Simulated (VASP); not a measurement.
A run of VASP 6.6.1:

File INCAR:

```
SYSTEM = MoS2
ALGO = Normal ; EDIFF = 1E-6
EDIFFG = -0.002 ; ENCUT = 520
GGA = PS ; IBRION = 2
ISIF = 2 ; ISMEAR = 0
LASPH = .True. ; LCHARG = .False.
LREAL = .False. ; LWAVE = .False.
NELM = 100 ; NSW = 50
PREC = Accurate ; SIGMA = 0.01
```

KPOINTS

```
k-points
0
Gamma
  8 8 8
  0 0 0
```

File POSCAR:

```
MoS2
1.0
    1.5715694880      0.9073460670      6.3121551553
   -1.5715694880      0.9073460670      6.3121551553
    0.0000000000     -1.8146921340      6.3121551553
Mo S
1 2
Direct
    0.0001015293      0.0001015293      0.0001015293
    0.2507582619      0.2507582619      0.2507582619
    0.4161402089      0.4161402089      0.4161402089
```

Potentials or basis: VASP PAW PBE potentials, release 64 (Mo_sv, S).

Launch:

```sh
$ cat potpaw_PBE.64/Mo_sv/POTCAR potpaw_PBE.64/S/POTCAR > POTCAR
$ mpirun -np 1 vasp_std > vasp.out
```

Hardware: 1 thread of Intel(R) Xeon(R) 6975P-C (Granite Rapids), with other jobs on the host.

**Question.** How long does it take, and how much memory?

**Answer.** It took 3 min on 1 thread of Intel(R) Xeon(R) 6975P-C (Granite Rapids) (shared host), peak memory 0.37 GiB. Counts: scf iterations 23, k points 65, ion steps 3.
